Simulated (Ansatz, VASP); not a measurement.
**Two plane-wave programs on Li2S**

File POSCAR:

```
Li2S
1.0
    0.0000000000      2.8452944194      2.8452944194
    2.8452944194      0.0000000000      2.8452944194
    2.8452944194      2.8452944194      0.0000000000
Li S
2 1
Direct
    0.2500000000      0.2500000000      0.2500000000
    0.7500000000      0.7500000000      0.7500000000
    0.0000000000      0.0000000000      0.0000000000
```

Contents of INCAR.step1:

```
ALGO = Normal
EDIFF = 1E-5
ENCUT = 830
GGA = PE
GGA_COMPAT = F
ISMEAR = 0
LASPH = T
LCHARG = F
LREAL = F
LWAVE = T
NBANDS = 13
NELM = 120
PREC = Accurate
SIGMA = 0.01
```

INCAR.step2

```
ALGO = Normal
EDIFF = 1E-6
ENCUT = 830
GGA_COMPAT = F
ISIF = 2
ISMEAR = 0
ISTART = 1
LASPH = T
LCHARG = F
LMIXTAU = T
LREAL = F
LWAVE = F
METAGGA = R2SCAN
NBANDS = 13
NELM = 120
PREC = Accurate
SIGMA = 0.01
```

The input KPOINTS:

```
k-points
0
Gamma
  8 8 8
```

Input for Ansatz:

```yaml
crystal:
  lattice:
    - [0.0, 2.8452944194, 2.8452944194]
    - [2.8452944194, 0.0, 2.8452944194]
    - [2.8452944194, 2.8452944194, 0.0]
  atoms:
    - { symbol: Li, position: [0.25, 0.25, 0.25] }
    - { symbol: Li, position: [0.75, 0.75, 0.75] }
    - { symbol: S, position: [0.0, 0.0, 0.0] }
kpoints:
  mp_grid: { grid: [8, 8, 8] }
  band_path:
    path:
      - [0.0, 0.0, 0.0]
      - [0.5, 0.0, 0.5]
      - [0.625, 0.25, 0.625]
      - [0.375, 0.375, 0.75]
      - [0.5, 0.5, 0.5]
      - [0.5, 0.25, 0.75]
      - [0.0, 0.5, 0.5]
    npoints: 1
hamiltonian:
  xc: r2scan
scf:
  occupations: { method: fixed }
  n_extra_bands: 4
output:
  forces: true
  stress: true
  eigenvalues: true
```

Alike in both runs: task single point; functional r2SCAN; k mesh 8 × 8 × 8; no spin polarisation.

|  | VASP | Ansatz |
| --- | --- | --- |
| version | VASP 6.6.1 | Ansatz 0.2.0 |
| potentials or method | VASP PAW PBE potentials, release 64 (Li_sv, S) | plane waves, PAW |
| plane-wave cutoff (eV) | 830 | 500 |
| occupations | gaussian, width 0.01 eV | fixed |
| valence electrons in the cell | 12 | 12 |

VASP gave:

| Property | Result |
| --- | --- |
| gap on the k mesh at the Fermi level (eV) | 3.86 |
| pressure (GPa) | -0.2 |

Q: Which values does Ansatz return?

A: gap on the k mesh at the Fermi level (eV): 3.87; pressure (GPa): 0.0.

VASP's potentials were made for PBE, not for r2SCAN.
